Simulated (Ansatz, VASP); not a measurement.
## One calculation of Na2S, two programs

Contents of INCAR:

```
  PREC = Accurate
  ENCUT = 500
  EDIFF = 1E-7
  ISMEAR = 0
  SIGMA = 0.02
  LREAL = F
  LASPH = T
  NELM = 120
  ALGO = Normal
  ISIF = 3
  LWAVE = F
  LCHARG = F
  GGA = PE
  IVDW = 12
  IBRION = 2
  NSW = 100
  EDIFFG = -0.01
  GGA_COMPAT = F
  NELMIN = 4
```

The input KPOINTS:

```
Automatic mesh
0
Gamma
  6 6 6
```

POSCAR

```
Na2S
1.0
    0.0000000000      3.2491545700      3.2491545700
    3.2491545700      0.0000000000      3.2491545700
    3.2491545700      3.2491545700      0.0000000000
Na S
2 1
Direct
    0.2500000000      0.2500000000      0.2500000000
    0.7500000000      0.7500000000      0.7500000000
    0.0000000000      0.0000000000      0.0000000000
```

Input for Ansatz:

```yaml
crystal:
  lattice:
    - [0.0, 3.24915457, 3.24915457]
    - [3.24915457, 0.0, 3.24915457]
    - [3.24915457, 3.24915457, 0.0]
  atoms:
    - { symbol: Na, position: [0.25, 0.25, 0.25] }
    - { symbol: Na, position: [0.75, 0.75, 0.75] }
    - { symbol: S, position: [0.0, 0.0, 0.0] }
basis:
  ecutwfc: 420
kpoints:
  mp_grid: { grid: [6, 6, 6] }
hamiltonian:
  xc: pbe
  dispersion: d3bj
scf:
  occupations: { method: gaussian, width: 0.02 }
output:
  forces: true
  stress: true
  eigenvalues: true
  write_density: true
  write_potential: true
  elf: true
  volumetric_format: npy
relax:
  adjacent_minimum: "off"
  f_tol: 0.01
  max_steps: 80
  cell: { stress_tol: 0.05 }
```

Alike in both runs: task relaxation of cell and atoms; functional PBE; dispersion D3(BJ); k mesh 6 × 6 × 6; occupations gaussian, width 0.02 eV; no spin polarisation.

```csv
,VASP,Ansatz
version,VASP 6.6.1,Ansatz 0.2.0
potentials or method,"VASP PAW PBE potentials, release 64 (Na_pv, S), cutoff 500 eV","scalar-relativistic, plane waves, PAW"
valence electrons in the cell,20,24
```

Ansatz gave:

```
gap on the k mesh at the Fermi level, each at its own relaxed structure (eV) : 2.65
relaxed volume (Å³/atom)                                                     : 22.25
relaxed cell length with the largest relative difference (Å)                 : 4.554
```

Q: What did VASP give for the same quantities?

A: gap on the k mesh at the Fermi level, each at its own relaxed structure (eV): 2.64; relaxed volume (Å³/atom): 22.29; relaxed cell length with the largest relative difference (Å): 4.556.

VASP's potentials hold 20 valence electrons a cell and Ansatz's 24, so a difference there can come from the potentials and not from the codes.
